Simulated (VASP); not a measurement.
**Ti: single point with PBEsol**

The system is Ti.

```
Ti
1.0
     2.86150    0.00000    0.00000
    -1.43075    2.47813    0.00000
     0.00000    0.00000    4.68600
Ti
2
Cartesian
  0.0000 1.6521 1.1715
  1.4307 0.8260 3.5145
```

This cell differs from its parent crystal: equal xx and yy strain of -3 %.

```json
{"Program": "VASP 6.6.1", "Task": "single point", "Functional": "PBEsol", "Potentials or basis": "VASP PAW PBE potentials, release 64 (Ti_sv)", "Cutoff": "520 eV", "k mesh": "13 × 13 × 7", "Occupations": "fermi-dirac, width 0.08 eV", "Spin": "no spin polarisation"}
```

```
Pressure               : 0.5 GPa
Band gap on the k mesh : zero (band 12 reaches 9.39 eV, above the bottom of band 13 at 8.38 eV)
```

Stress tensor (GPa, compression positive):
```
 1.79  0.00  0.00
 0.00  1.79  0.00
 0.00  0.00 -1.94
```

Levels at points of the mesh, in eV from the Fermi level:
```tsv
k point	band 10	band 11	band 12	band 13	band 14	band 15
(0.00, 0.00, 0.00)	-2.80	0.62	0.73	0.86	0.86	1.34
```

Wall time 16 s on 1 thread of Intel(R) Xeon(R) 6975P-C (Granite Rapids), on a shared host, peak memory 0.17 GiB.

Caveat: the cell differs from its parent crystal (equal xx and yy strain of -3 %); the PAW data sets were made with another functional, which shifts forces and pressure a little.
